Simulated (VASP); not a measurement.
FePbO3: single point with LDA

Crystal: FePbO3.

```xyz
5
Lattice="3.9475 0.0000 0.0000 0.0000 3.9475 0.0000 0.0000 0.0000 3.9475" Properties=species:S:1:pos:R:3 pbc="T T T"
Fe    1.9738    1.9738    1.9738
Pb    0.0000    0.0000    0.0000
O     1.9738    1.9738    0.0000
O     1.9738    0.0000    1.9738
O     0.0000    1.9738    1.9738
```

- Program: VASP 6.6.1
- Task: single point
- Functional: LDA
- Potentials or basis: VASP PAW LDA potentials, release 64 (Fe, Pb_d, O)
- Cutoff: 520 eV
- k mesh: 10 × 10 × 10
- Occupations: fermi-dirac, width 0.02 eV
- Spin: collinear spin, ferromagnetic start
- Starting moments: [3.5, 0.0, 0.0, 0.0, 0.0] μB

```
Pressure                                              : -19.2 GPa
Net moment                                            : 3.48 μB per cell
Site moments                                          : Fe +2.75; Pb +0.04; O +0.16 μB
Valence electrons inside the program's atomic spheres : Fe 6.95; Pb 11.72; O 4.89
```

Levels at points of the mesh, in eV from the Fermi level:
Spin up:
```
           k point  band 19  band 20  band 21  band 22  band 23  band 24  band 25  band 26
(0.00, 0.00, 0.00)    -1.75    -1.75    -1.51    -1.51    -1.51     7.32     7.32     7.32
(0.50, 0.00, 0.00)    -1.37    -1.04    -1.04    -0.32     0.30     2.80     6.16     6.16
(0.50, 0.50, 0.00)    -0.79    -0.79    -0.65    -0.07     2.35     4.86     4.86     4.92
(0.50, 0.50, 0.50)    -0.70    -0.70    -0.70     2.36     2.36     6.41     6.41     6.41
```
Spin down:
```csv
k point,band 15,band 16,band 17,band 18,band 19,band 20,band 21,band 22
"(0.00, 0.00, 0.00)",-1.38,-1.25,-1.25,-1.25,-0.50,-0.50,-0.50,0.42
"(0.50, 0.00, 0.00)",-1.61,-1.05,-1.05,-0.50,0.00,0.42,0.88,0.88
"(0.50, 0.50, 0.00)",-2.76,-2.76,-1.77,-0.26,0.97,0.97,1.16,1.45
"(0.50, 0.50, 0.50)",-4.68,-0.30,-0.30,-0.30,0.84,0.84,0.84,3.94
```

It took 2.4 min on 1 thread of Intel(R) Xeon(R) Platinum 8488C (Sapphire Rapids), with other jobs on the host, peak memory 0.28 GiB.

Caveat: the cell stands under tension; spin-orbit coupling is left out, which moves the levels of the heavy elements; a cell with one magnetic atom can't hold antiferromagnetic order, which such compounds often take; semilocal functionals often make such compounds metallic where correlation or magnetic order opens a gap, which also shifts bond lengths. With open d or f shells a metallic result of LDA can be an artefact of self-interaction; +U or a hybrid may open a gap.
